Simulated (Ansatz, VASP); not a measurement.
# Ta2C in VASP and in Ansatz

```
Ta C
1.0
     3.01686    0.00000    0.00000
    -1.50843    2.61268    0.00000
     0.00000    0.00000    4.79403
Ta C
2 1
Direct
  0.33333 0.66667 0.25782
  0.66667 0.33333 0.74218
  0.00000 0.00000 0.00000
```

Change from the starting cell: equal strain along all axes, cell held, atoms relaxed: -3.0 %.

Alike in both runs: functional r2SCAN; k mesh 18 × 18 × 10; occupations gaussian, width 0.1 eV; no spin polarisation.

Ansatz relaxed the structure, and its values are those at the end. VASP's run is a single point on that final structure, the one shown.

|  | VASP | Ansatz |
| --- | --- | --- |
| version | VASP 6.6.1 | Ansatz 0.2.0 |
| potentials or method | VASP PAW PBE potentials, release 64 (Ta_pv, C), cutoff 520 eV | scalar-relativistic, plane waves, PAW |
| valence electrons in the cell | 26 | 30 |

```tsv
	VASP	Ansatz	Ansatz less VASP
gap on the k mesh at the Fermi level (eV)	none	none	-
pressure (GPa)	31.4	30.1	-1.25
rms of the force components (eV/Å)	0.030	0.002	-0.0283
```

VASP's potentials were made for PBE, not for r2SCAN. A gap of «none» marks a metal or a gap that the smearing closes. Both programs put the cell under a high pressure, so it lies far from rest at this level. VASP's potentials hold 26 valence electrons a cell and Ansatz's 30, so a difference there can come from the potentials and not from the codes. Ansatz's warnings: stress scf threshold loose.

Neither program's run includes spin-orbit coupling.
